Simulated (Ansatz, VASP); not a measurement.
One calculation of BaTiO3, two programs

The input POSCAR:

```
BaTiO3
1.0
    3.8343326596      0.0000000000      0.0000000000
    0.0000000000      3.8343326596      0.0000000000
    0.0000000000      0.0000000000      4.1229850228
Ba Ti O
1 1 3
Direct
    0.0000000000      0.0000000000      0.0000000000
    0.5000000000      0.5000000000      0.5000000000
    0.5000000000      0.5000000000      0.0000000000
    0.5000000000      0.0000000000      0.5000000000
    0.0000000000      0.5000000000      0.5000000000
```

INCAR.step1

```
SYSTEM = BaTiO3
  PREC = Accurate
  ENCUT = 520
  ISMEAR = 0
  SIGMA = 0.01
  LREAL = .False.
  LASPH = .True.
  NELM = 100
  NBANDS = 28
  GGA = PE
  ALGO = Normal
  EDIFF = 1E-4
  LWAVE = .True.
  LCHARG = .False.
```

INCAR.step2

```
SYSTEM = BaTiO3
  PREC = Accurate
  ENCUT = 520
  EDIFF = 1E-6
  ISMEAR = 0
  SIGMA = 0.01
  LREAL = .False.
  LASPH = .True.
  NELM = 100
  ALGO = Normal
  ISIF = 2
  LWAVE = .False.
  LCHARG = .True.
  METAGGA = R2SCAN
  LMIXTAU = .True.
  LELF = .True.
  LVHAR = .True.
  NBANDS = 28
  ISTART = 1
```

Contents of KPOINTS:

```
Automatic mesh
0
Gamma
  6 6 6
  0 0 0
```

Input for Ansatz:

```yaml
crystal:
  lattice:
    - [3.8343326596, 0.0, 0.0]
    - [0.0, 3.8343326596, 0.0]
    - [0.0, 0.0, 4.1229850228]
  atoms:
    - { symbol: Ba, position: [0.0, 0.0, 0.0] }
    - { symbol: Ti, position: [0.5, 0.5, 0.5] }
    - { symbol: O, position: [0.5, 0.5, 0.0] }
    - { symbol: O, position: [0.5, 0.0, 0.5] }
    - { symbol: O, position: [0.0, 0.5, 0.5] }
kpoints:
  mp_grid: { grid: [6, 6, 6] }
  band_path:
    path: [[0.0, 0.0, 0.0], [0.0, 0.5, 0.0], [0.5, 0.5, 0.0], [0.5, 0.5, 0.5]]
    npoints: 1
hamiltonian:
  xc: r2scan
scf:
  occupations: { method: fixed }
  n_extra_bands: 5
output:
  forces: true
  stress: true
  eigenvalues: true
```

Change from the starting cell: epitaxial_xy strain -4.0%.

Alike in both runs: task single point; functional r2SCAN; k mesh 6 × 6 × 6; no spin polarisation.

|  | VASP | Ansatz |
| --- | --- | --- |
| version | VASP 6.6.1 | Ansatz 0.2.0 |
| potentials or method | VASP PAW PBE potentials, release 64 (Ba_sv, Ti_sv, O) | plane waves, PAW |
| plane-wave cutoff (eV) | 520 | 500 |
| occupations | gaussian, width 0.01 eV | fixed |
| valence electrons in the cell | 40 | 40 |

```tsv
	VASP	Ansatz	Ansatz less VASP
gap on the k mesh at the Fermi level (eV)	2.11	2.13	+0.022
pressure (GPa)	14.0	11.6	-2.43
traceless stress, the component that is largest in VASP (GPa)	-11.99	-11.54	+0.452
```

VASP's potentials were made for PBE, not for r2SCAN.

Spin-orbit coupling is off throughout.
